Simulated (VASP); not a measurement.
# Ag in VASP: notebook

Runs on Ag. Level: PBE. Tasks: single point.

Program: VASP 6.6.1. These are calculated values, not measurements. Logs are shortened: lines on timing, memory, paths and dates and some standing lists are left out, and cuts for length are marked.

## (1) The cell of the first run

The cell holds a wire with vacuum, 4 atoms: a = 11.800 Å, b = 9.300 Å, c = 5.282 Å, α = 90.00°, β = 90.00°, γ = 90.00°.

## (2) Single point, PBE, collinear spin, ferromagnetic start

Contents of INCAR:

```
PREC = Accurate
ENCUT = 520
EDIFF = 1E-6
ISMEAR = 0
SIGMA = 0.05
LREAL = F
LASPH = T
NELM = 150
ALGO = Normal
ISIF = 2
LWAVE = F
LCHARG = T
ISPIN = 2
MAGMOM = 0.5 0.5 0.5 0.5
LORBIT = 11
LMAXMIX = 4
GGA = PE
LELF = T
LVHAR = T
NBANDS = 34
```

Contents of KPOINTS:

```
regular mesh
0
Gamma
  1 1 12
```

Contents of POSCAR:

```
Ag
1.0
   11.8000000000      0.0000000000      0.0000000000
    0.0000000000      9.3000000000      0.0000000000
    0.0000000000      0.0000000000      5.2815190222
Ag
4
Direct
    0.3825085811      0.5000000000      0.0000000000
    0.3825085811      0.5000000000      0.5000000000
    0.6174914189      0.5000000000      0.0000000000
    0.6174914189      0.5000000000      0.5000000000
```

Potentials or basis: VASP PAW PBE potentials, release 64 (Ag).

The run is started by

```bash
$ cat potpaw_PBE.64/Ag/POTCAR > POTCAR
$ mpirun -np 1 vasp_std > vasp.out
```

OUTCAR:

```text
PREC = Accurate
   ENCUT = 520
   EDIFF = 1E-6
   ISMEAR = 0
   LREAL = F
   LASPH = T
   NELM = 150
   ISIF = 2
   ISPIN = 2
   LORBIT = 11
   GGA = PE

 ion  position               nearest neighbor table
   1  0.383  0.500  0.000-   2 2.64   2 2.64   3 2.77
   2  0.383  0.500  0.500-   1 2.64   1 2.64   4 2.77
   3  0.617  0.500  0.000-   4 2.64   4 2.64   1 2.77
   4  0.617  0.500  0.500-   3 2.64   3 2.64   2 2.77

  LATTYP: Found a simple orthorhombic cell.
 ALAT       =     5.2815190222
 B/A-ratio  =     1.7608570491
 C/A-ratio  =     2.2342057182

  Lattice vectors:

 A1 = (   0.0000000000,   0.0000000000,  -5.2815190222)
 A2 = (   0.0000000000,   9.3000000000,   0.0000000000)
 A3 = (  11.8000000000,   0.0000000000,   0.0000000000)

Analysis of symmetry for initial positions (statically):
=====================================================================
 Subroutine PRICEL returns following result:

  LATTYP: Found a simple orthorhombic cell.
 ALAT       =     2.6407595111
 B/A-ratio  =     3.5217140981
 C/A-ratio  =     4.4684114363
[... 12 lines left out ...]
 Subroutine GETGRP returns: Found  8 space group operations
 (whereof  8 operations were pure point group operations)
 out of a pool of  8 trial point group operations.

The static configuration has the point symmetry D_2h.

Analysis of symmetry for dynamics (positions and initial velocities):
=====================================================================
 Subroutine PRICEL returns following result:

  LATTYP: Found a simple orthorhombic cell.
 ALAT       =     2.6407595111
 B/A-ratio  =     3.5217140981
 C/A-ratio  =     4.4684114363
[... 12 lines left out ...]
 Subroutine GETGRP returns: Found  8 space group operations
 (whereof  8 operations were pure point group operations)
 out of a pool of  8 trial point group operations.

The dynamic configuration has the point symmetry D_2h.

Analysis of structural, dynamic, and magnetic symmetry:
=====================================================================
 Subroutine PRICEL returns following result:

  LATTYP: Found a simple orthorhombic cell.
 ALAT       =     2.6407595111
 B/A-ratio  =     3.5217140981
 C/A-ratio  =     4.4684114363
[... 12 lines left out ...]
 Subroutine GETGRP returns: Found  8 space group operations
 (whereof  8 operations were pure point group operations)
 out of a pool of  8 trial point group operations.

The overall configuration has the point symmetry D_2h.

 Subroutine INISYM returns: Found  8 space group operations
 (whereof  8 operations are pure point group operations),
 and found     2 'primitive' translations

----------------------------------------------------------------------------------------

                                     Primitive cell

  volume of cell :     289.7969

  direct lattice vectors                    reciprocal lattice vectors
     0.000000000  0.000000000 -2.640759511     0.000000000  0.000000000 -0.378678935
     0.000000000  9.300000000  0.000000000     0.000000000  0.107526882  0.000000000
    11.800000000  0.000000000  0.000000000     0.084745763  0.000000000  0.000000000

  length of vectors
     2.640759511  9.300000000 11.800000000     0.378678935  0.107526882  0.084745763

  position of ions in fractional coordinates (direct lattice)
     0.000000000  0.500000000  0.382508581
     0.000000000  0.500000000  0.617491419

  ion indices of the primitive-cell ions
   primitive index   ion index
                 1           1
                 2           3

----------------------------------------------------------------------------------------

 KPOINTS: regular mesh

Automatic generation of k-mesh.
 Grid dimensions read from file:
 generate k-points for:    1    1   12

 Generating k-lattice:

  Cartesian coordinates                     Fractional coordinates (reciprocal lattice)
     0.084745763  0.000000000  0.000000000     1.000000000  0.000000000  0.000000000
     0.000000000  0.107526882  0.000000000     0.000000000  1.000000000  0.000000000
     0.000000000  0.000000000  0.015778289     0.000000000  0.000000000  0.083333333

  Length of vectors
     0.084745763  0.107526882  0.015778289

  Shift w.r.t. Gamma in fractional coordinates (k-lattice)
     0.000000000  0.000000000  0.000000000

 Subroutine IBZKPT returns following result:
 ===========================================

 Found      7 irreducible k-points:

 Following reciprocal coordinates:
            Coordinates               Weight
  0.000000  0.000000  0.000000      1.000000
  0.000000  0.000000  0.083333      2.000000
  0.000000  0.000000  0.166667      2.000000
  0.000000  0.000000  0.250000      2.000000
  0.000000  0.000000  0.333333      2.000000
  0.000000  0.000000  0.416667      2.000000
  0.000000  0.000000  0.500000      1.000000
   k-points           NKPTS =      7   k-points in BZ     NKDIM =      7   number of bands    NBANDS=     34
   number of dos      NEDOS =    301   number of ions     NIONS =      4
   total plane-waves  NPLWV = 252000
   dimension x,y,z NGX =    90 NGY =   70 NGZ =   40
   dimension x,y,z NGXF=   180 NGYF=  140 NGZF=   80
   ions per type =               4
   NGX,Y,Z   is equivalent  to a cutoff of  12.68, 12.51, 12.59 a.u.
   NGXF,Y,Z  is equivalent  to a cutoff of  25.36, 25.03, 25.18 a.u.
 SYSTEM =  unknown system
   PREC   = accura    normal or accurate (medium, high low for compatibility)
   ISTART =      0    job   : 0-new  1-cont  2-samecut
   ICHARG =      2    charge: 1-file 2-atom 10-const
   ISPIN  =      2    spin polarized calculation?
   LNONCOLLINEAR =      F non collinear calculations
   LSORBIT =      F    spin-orbit coupling
   LASPH  =      T    aspherical Exc in radial PAW
   ENCUT  =  520.0 eV  38.22 Ry    6.18 a.u.  21.94 17.29  9.82*2*pi/ulx,y,z
   NELM   =    150;   NELMIN=  2; NELMDL= -5     # of ELM steps
   EDIFF  = 0.1E-05   stopping-criterion for ELM
   LREAL  =      F    real-space projection
[... 7 lines left out ...]
   TEBEG  =    0.0;   TEEND  =   0.0 temperature during run
   PSTRESS=    0.0 pullay stress
   NELECT =      44.0000    total number of electrons
   NUPDOWN=      -1.0000    fix difference up-down
   EMIN   =  10.00;   EMAX   =-10.00  energy-range for DOS
   EFERMI =   0.00;   METHOD = LEGACY
   ISMEAR =     0;   SIGMA  =   0.05  broadening in eV -4-tet -1-fermi 0-gaus
   EFERMI_NEDOS =   21; number of points for ismear=-14 and -15
   IALGO  =     38    algorithm
   IMIX   =      4    mixing-type and parameters
     AMIX     =   0.40;   BMIX     =  1.00
     AMIX_MAG =   1.60;   BMIX_MAG =  1.00
  volume/ion in A,a.u.               =     144.90       977.82
  Fermi-wavevector in a.u.,A,eV,Ry     =   0.693188  1.309936  6.537733  0.480510
  Thomas-Fermi vector in A             =   1.775331
   LORBIT       =     11    0 simple, 1 ext, 2 COOP (PROOUT), +10 PAW based schemes
   GGA     = PE    functional components
   LHFCALC =     F    Hartree Fock is set to
   AEXX    =    0.0000 exact exchange contribution
   IVDW    =     0    specifies the selected vdW correction
   LEPSILON=     F    determine dielectric tensor
   LRPA    =     F    only Hartree local field effects (RPA)
 spin polarized calculation
 Gauss-broadening in eV      SIGMA  =   0.05
  energy-cutoff  :      520.00
  volume of cell :      579.59
 maximum number of plane-waves:     15624
 NGX is ok and might be reduce to    90
   NGX = 43   NGY = 35   NGZ = 19

 number of electron      44.0000008 magnetization      -0.0001969

 number of electron      44.0000008 magnetization       0.0001551

 Free energy of the ion-electron system (eV)
  ---------------------------------------------------
  ext. energy  EPLUGINS =         0.00000000
  ---------------------------------------------------
  free energy    TOTEN  =        -6.53178806 eV

  energy without entropy =       -6.53175194  energy(sigma->0) =       -6.53177000

 E-fermi :  -3.1293     XC(G=0):  -2.8284

 val. band max:       -3.2472257753   @ k =   0.0000   0.0000   0.2500
 cond. band min:      -3.0114118509   @ k =   0.0000   0.0000   0.3333
 fundamental gap:      0.2358139244
 Fermi energy:        -3.1293188345

 spin component 1

 k-point     1 :       0.0000    0.0000    0.0000
  band No.  band energies     occupation
      1      -8.4085      1.00000
      2      -8.2131      1.00000
      3      -7.7999      1.00000
      4      -7.3595      1.00000
      5      -7.2598      1.00000
      6      -7.1885      1.00000
[... 248 lines left out ...]
     33       3.4394      0.00000
     34       3.4396      0.00000
 Fermi energy:        -3.1293188345

 spin component 2

 k-point     1 :       0.0000    0.0000    0.0000
  band No.  band energies     occupation
      1      -8.4085      1.00000
      2      -8.2131      1.00000
      3      -7.7999      1.00000
      4      -7.3595      1.00000
      5      -7.2598      1.00000
      6      -7.1885      1.00000
[... 248 lines left out ...]
     33       3.4053      0.00000
     34       3.4053      0.00000

------------------------ aborting loop because EDIFF is reached ----------------------------------------

  FORCE on cell =-STRESS in cart. coord.  units (eV):
  Direction    XX          YY          ZZ          XY          YZ          ZX
  --------------------------------------------------------------------------------------
  -------------------------------------------------------------------------------------
  Total       -1.4685603     -0.0938632      1.8468871      0.0000000      0.0000000      0.0000000
  in kB       -4.0595562     -0.2594669      5.1053689      0.0000000      0.0000000      0.0000000
  external PRESSURE =       0.2621153 kB  Pullay stress =       0.0000000 kB

 VOLUME and BASIS-vectors are now :
 -----------------------------------------------------------------------------
  energy-cutoff  :      520.00
  volume of cell :      579.59
      direct lattice vectors                 reciprocal lattice vectors
    11.800000000  0.000000000  0.000000000     0.084745763  0.000000000  0.000000000
     0.000000000  9.300000000  0.000000000     0.000000000  0.107526882  0.000000000
     0.000000000  0.000000000  5.281519022     0.000000000  0.000000000  0.189339468

 POSITION                                       TOTAL-FORCE (eV/Angst)
 -----------------------------------------------------------------------------------
      4.51360      4.65000      0.00000         0.268813     -0.000000      0.000000
      4.51360      4.65000      2.64076         0.268813     -0.000000      0.000000
      7.28640      4.65000      0.00000        -0.268813      0.000000      0.000000
      7.28640      4.65000      2.64076        -0.268813      0.000000     -0.000000
 -----------------------------------------------------------------------------------
    total drift:                                0.000000      0.000000     -0.000000

  FREE ENERGIE OF THE ION-ELECTRON SYSTEM (eV)
  ---------------------------------------------------
  free  energy   TOTEN  =        -6.5317880586 eV

  energy  without entropy=       -6.5317519421  energy(sigma->0) =       -6.53177000

 total charge

# of ion       s       p       d       tot
------------------------------------------
    1        0.448   0.107   9.249   9.804
    2        0.448   0.107   9.249   9.804
    3        0.448   0.107   9.249   9.804
    4        0.448   0.107   9.249   9.804
--------------------------------------------------
tot          1.790   0.428  36.997  39.216

 magnetization (x)

# of ion       s       p       d       tot
------------------------------------------
    1       -0.000  -0.000  -0.000  -0.000
    2       -0.000  -0.000  -0.000  -0.000
    3       -0.000  -0.000  -0.000  -0.000
    4       -0.000  -0.000  -0.000  -0.000
--------------------------------------------------
tot         -0.000  -0.000  -0.000  -0.000
```

Run time: 5.2 min. Hardware: 1 thread of Intel Xeon Platinum 8488C (Sapphire Rapids), shared host; peak memory 0.81 GiB.

What came out:

* Free energy: -6.5318 eV
* Largest force: 0.269 eV/Å
* Band gap on the k mesh: 0.24 eV
* Net moment: 0.00 μB per cell
* Valence electrons inside the program's atomic spheres: Ag 9.80

Forces in eV/Å, atoms in the order of the input:
```
Ag   0.269  0.000  0.000
Ag   0.269  0.000  0.000
Ag  -0.269  0.000  0.000
Ag  -0.269  0.000  0.000
```

Levels at points of the mesh, in eV from the valence-band top:
Spin up:
| k point | band 20 | band 21 | band 22 | band 23 | band 24 | band 25 |
| --- | --- | --- | --- | --- | --- | --- |
| (0.00, 0.00, 0.00) | -2.18 | -1.74 | -0.32 | 2.17 | 2.32 | 2.77 |
| (0.00, 0.00, 0.50) | -2.74 | -1.33 | -1.33 | 0.91 | 0.91 | 3.93 |
Spin down:
```tsv
k point	band 19	band 20	band 21	band 22	band 23	band 24	band 25	band 26
(0.00, 0.00, 0.00)	-2.29	-2.18	-1.74	-0.32	2.17	2.32	2.77	3.89
(0.00, 0.00, 0.50)	-2.74	-2.74	-1.33	-1.33	0.91	0.91	3.94	3.94
```

## (3) Single point, PBE, collinear spin, ferromagnetic start

This run uses another cell than the first one, of 147.13 Å³/atom, 1.015 times its volume.

Contents of INCAR:

```
PREC     = Accurate       # precision mode
ENCUT    = 520            # plane-wave cutoff, eV
EDIFF    = 1E-6           # SCF threshold, eV
ISMEAR   = 0              # smearing method
SIGMA    = 0.05           # smearing width, eV
LREAL    = False          # projectors in reciprocal space
LASPH    = True           # aspherical terms in the spheres
NELM     = 150            # most SCF steps
ALGO     = Normal         # electronic algorithm
ISIF     = 2              # what is computed and relaxed
LWAVE    = False          # write WAVECAR
LCHARG   = False          # write CHGCAR
ISPIN    = 2              # spin polarisation
MAGMOM   = 0.5 0.5 0.5 0.5 # initial moments
LORBIT   = 11             # projections on sites
LMAXMIX  = 4              # l up to which the mixer works
GGA      = PE             # functional
NBANDS   = 34             # bands
```

KPOINTS is that of step 2.

Contents of POSCAR:

```
Ag
1.0
   11.8000000000      0.0000000000      0.0000000000
    0.0000000000      9.3000000000      0.0000000000
    0.0000000000      0.0000000000      5.3630136537
Ag
4
Direct
    0.3861526433      0.5000000000      0.0000000000
    0.3861526433      0.5000000000      0.5000000000
    0.6138473567      0.5000000000      0.0000000000
    0.6138473567      0.5000000000      0.5000000000
```

Potentials or basis: VASP PAW PBE potentials, release 64 (Ag).

The run is started by

```bash
$ cat potpaw_PBE.64/Ag/POTCAR > POTCAR
$ mpirun -np 1 vasp_std > vasp.out
```

Run time: 5.6 min. Hardware: 1 thread of Intel Xeon Platinum 8488C (Sapphire Rapids), shared host; peak memory 0.82 GiB.

Results (log left out):

```
Free energy                                           : -6.5705 eV
Band gap on the k mesh                                : 0.23 eV
Net moment                                            : 0.00 μB per cell
Valence electrons inside the program's atomic spheres : Ag 9.80
```

Levels at points of the mesh, in eV from the valence-band top:
Spin up:
```csv
k point,band 18,band 19,band 20,band 21,band 22,band 23,band 24,band 25,band 26,band 27
"(0.00, 0.00, 0.00)",-2.51,-2.44,-2.29,-1.85,-0.31,2.08,2.30,2.54,3.89,4.20
"(0.00, 0.00, 0.50)",-2.83,-2.79,-2.79,-1.48,-1.48,0.90,0.90,3.78,3.78,4.05
```
Spin down:
```csv
k point,band 20,band 21,band 22,band 23,band 24,band 25
"(0.00, 0.00, 0.00)",-2.29,-1.85,-0.31,2.08,2.30,2.54
"(0.00, 0.00, 0.50)",-2.79,-1.48,-1.48,0.90,0.90,3.78
```
